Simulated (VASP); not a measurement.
# TiO2: single point with PBE

TiO2:

```
CELL_PARAMETERS angstrom
0.00000 4.19722 4.19722
4.19722 0.00000 4.19722
4.19722 4.19722 0.00000
ATOMIC_POSITIONS crystal
Ti 0.75000 0.75000 0.75000
Ti 0.50000 0.50000 0.50000
O 0.62500 0.62500 0.62500
O 0.62500 0.62500 0.12500
O 0.62500 0.12500 0.62500
O 0.12500 0.62500 0.62500
```

```json
{
  "Program": "VASP 6.6.1",
  "Task": "single point",
  "Functional": "PBE",
  "Potentials or basis": "VASP PAW PBE potentials, release 64 (Ti_sv, O)",
  "Cutoff": "520 eV",
  "k mesh": "6 × 6 × 6",
  "Occupations": "gaussian, width 0.02 eV",
  "Spin": "no spin polarisation",
  "Dipole correction": "no",
  "Further INCAR settings": "ALGO = Normal; EDIFF = 1e-06; NBANDS = 33"
}
```

```json
{
  "Pressure": "0.3 GPa",
  "Band gap on the k mesh": "3.24 eV, indirect (the least direct gap lies 2.8 meV higher)"
}
```

Levels at points of the mesh, in eV from the valence-band top:
| k point | band 21 | band 22 | band 23 | band 24 | band 25 | band 26 | band 27 | band 28 |
| --- | --- | --- | --- | --- | --- | --- | --- | --- |
| (0.00, 0.00, 0.00) | -1.26 | 0.00 | 0.00 | 0.00 | 3.24 | 3.24 | 4.18 | 4.18 |
| (0.50, 0.00, 0.00) | -1.43 | -0.65 | -0.65 | 0.00 | 3.67 | 3.67 | 5.20 | 5.20 |
| (0.50, 0.50, 0.00) | -1.38 | -1.38 | -0.37 | -0.37 | 4.13 | 4.13 | 4.96 | 4.96 |

Run time: 68 s on 1 thread of Intel(R) Xeon(R) 6975P-C (Granite Rapids) (shared host), peak memory 0.33 GiB.

A k mesh can miss the band edges. A hybrid or GW would open this gap; PBE tends to underestimate it.
